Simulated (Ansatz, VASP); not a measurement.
**One calculation of AlN, two programs**

```xyz
2
Lattice="0.0000 2.2286 2.1366 2.2286 0.0000 2.1366 2.2286 2.2286 0.0000" Properties=species:S:1:pos:R:3 pbc="T T T"
Al    0.0000    0.0000    0.0000
N     1.1143    1.1143    1.0683
```

Change from the starting cell: epitaxial_xy strain +2.0%.

Alike in both runs: task single point; functional PBE; k mesh 10 × 10 × 10; occupations fermi-dirac, width 0.02 eV; no spin polarisation.

```csv
,VASP,Ansatz
version,VASP 6.6.1,Ansatz 0.2.0
potentials or method,"VASP PAW PBE potentials, release 64 (Al, N)","plane waves, PAW"
plane-wave cutoff (eV),520,420
valence electrons in the cell,8,8
```

Ansatz gave:

- gap on the k mesh at the Fermi level (eV): 3.10
- pressure (GPa): 0.9
- traceless stress, the component that is largest in VASP (GPa): 3.24

Problem. What did VASP give for the same quantities?

Solution. gap on the k mesh at the Fermi level (eV): 3.09; pressure (GPa): 0.7; traceless stress, the component that is largest in VASP (GPa): 3.26.
